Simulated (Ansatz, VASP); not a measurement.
**Two plane-wave programs on Al**

```
Al
1.0
    -1.56555    1.56555    1.64383
     1.56555   -1.56555    1.64383
     1.56555    1.56555   -1.64383
Al
1
Direct
  0.00000 0.00000 0.00000
```

Alike in both runs: task single point; functional PBEsol; k mesh 24 × 24 × 24; occupations gaussian, width 0.15 eV; no spin polarisation.

```csv
,VASP,Ansatz
version,VASP 6.6.1,Ansatz 0.2.0
potentials or method,"VASP PAW PBE potentials, release 64 (Al), cutoff 520 eV","scalar-relativistic, plane waves, PAW"
valence electrons in the cell,3,3
```

VASP gave:

- gap on the k mesh at the Fermi level (eV): none
- pressure (GPa): 2.2
- traceless stress, the component that is largest in VASP (GPa): 1.54

Task: What did Ansatz give for the same quantities?

Result: gap on the k mesh at the Fermi level (eV): none; pressure (GPa): 2.1; traceless stress, the component that is largest in VASP (GPa): 1.54.

VASP's potentials were made for PBE, not for PBEsol. A gap of «none» marks a metal or a gap that the smearing closes.
